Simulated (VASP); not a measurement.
Write the native input for VASP 6.6.1 that does the following.

```
Task                   : single point
Functional             : LDA
Potentials or basis    : VASP PAW LDA potentials, release 64 (Cd, Te)
Cutoff                 : 520 eV
k mesh                 : 12 × 12 × 12
Occupations            : fermi-dirac, width 0.05 eV
Spin                   : no spin polarisation
Dipole correction      : no
Further INCAR settings : ALGO = Normal; EDIFF = 1e-06; NBANDS = 16
```

The structure of CdTe (zincblende type) lies in POSCAR:

```
CdTe
1.0
    0.0000000000      2.8714141466      2.8714141466
    2.8714141466      0.0000000000      2.8714141466
    2.8714141466      2.8714141466      0.0000000000
Cd Te
1 1
Direct
    0.0000000000      0.0000000000      0.0000000000
    0.2500000000      0.2500000000      0.2500000000
```

These files were run (other wordings do the same):

INCAR

```
ALGO = Normal
EDIFF = 1E-6
ENCUT = 520
GGA = CA
ISIF = 2
ISMEAR = -1
LASPH = True
LCHARG = False
LREAL = False
LWAVE = False
NBANDS = 16
NELM = 80
PREC = Accurate
SIGMA = 0.05
```

KPOINTS

```
k-points
0
Gamma
  12 12 12
```

Potentials or basis: VASP PAW LDA potentials, release 64 (Cd, Te).

The run is started by

```sh
$ cat potpaw_LDA.64/Cd/POTCAR potpaw_LDA.64/Te/POTCAR > POTCAR
$ mpirun -np 1 vasp_std > vasp.out
```

It gave:

```yaml
Pressure: 34.4 GPa
Band_gap_on_the_k_mesh: 1.42 eV (least direct gap 1.68 eV)
```

Caveat: the cell stands under pressure; spin-orbit coupling is left out, which moves the levels of the heavy elements.

It took 65 s on 1 thread of Intel Xeon 8259CL, with other jobs on the host, peak memory 0.19 GiB.
